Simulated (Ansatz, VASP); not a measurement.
## Two plane-wave programs on BaBe3

```
CELL_PARAMETERS angstrom
0.00000 3.36306 3.36306
3.36306 0.00000 3.36306
3.36306 3.36306 0.00000
ATOMIC_POSITIONS crystal
Ba 0.00000 0.00000 0.00000
Be 0.50000 0.50000 0.50000
Be 0.25000 0.25000 0.25000
Be 0.75000 0.75000 0.75000
```

Alike in both runs: functional r2SCAN; k mesh 12 × 12 × 12; occupations gaussian, width 0.1 eV; no spin polarisation.

Ansatz relaxed the structure, and its values are those at the end. VASP's run is a single point on that final structure, the one shown.

|  | VASP | Ansatz |
| --- | --- | --- |
| version | VASP 6.6.1 | Ansatz 0.2.0 |
| potentials or method | VASP PAW PBE potentials, release 64 (Ba_sv, Be), cutoff 520 eV | scalar-relativistic, plane waves, PAW |
| valence electrons in the cell | 16 | 16 |

```csv
,VASP,Ansatz,Ansatz less VASP
gap on the k mesh at the Fermi level (eV),none,none,-
pressure (GPa),0.3,0.0,-0.25
```

VASP's potentials were made for PBE, not for r2SCAN. A gap of «none» marks a metal or a gap that the smearing closes.

Neither program's run includes spin-orbit coupling.
